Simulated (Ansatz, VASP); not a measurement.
## Two plane-wave programs on NaI

```
Na I
1.0
     0.00000    3.26728    3.26728
     3.26728    0.00000    3.26728
     3.26728    3.26728    0.00000
Na I
1 1
Direct
  0.00000 0.00000 0.00000
  0.50000 0.50000 0.50000
```

Alike in both runs: task single point; functional r2SCAN; k mesh 7 × 7 × 7; no spin polarisation.

|  | VASP | Ansatz |
| --- | --- | --- |
| version | VASP 6.6.1 | Ansatz 0.2.0 |
| potentials or method | VASP PAW PBE potentials, release 64 (Na_pv, I), cutoff 520 eV | PAW plane waves |
| occupations | fermi-dirac, width 0.1 eV | fermi-dirac |
| valence electrons in the cell | 14 | 26 |

Ansatz gave:

| Item | Value |
| --- | --- |
| gap on the k mesh at the Fermi level (eV) | 4.34 |
| pressure (GPa) | -0.5 |

Task: Estimate VASP's values.

Result: gap on the k mesh at the Fermi level (eV): 4.35; pressure (GPa): -0.6.

VASP's potentials were made for PBE, not for r2SCAN. VASP's potentials hold 14 valence electrons a cell and Ansatz's 26, so a difference there can come from the potentials and not from the codes.

Neither program's run includes spin-orbit coupling.
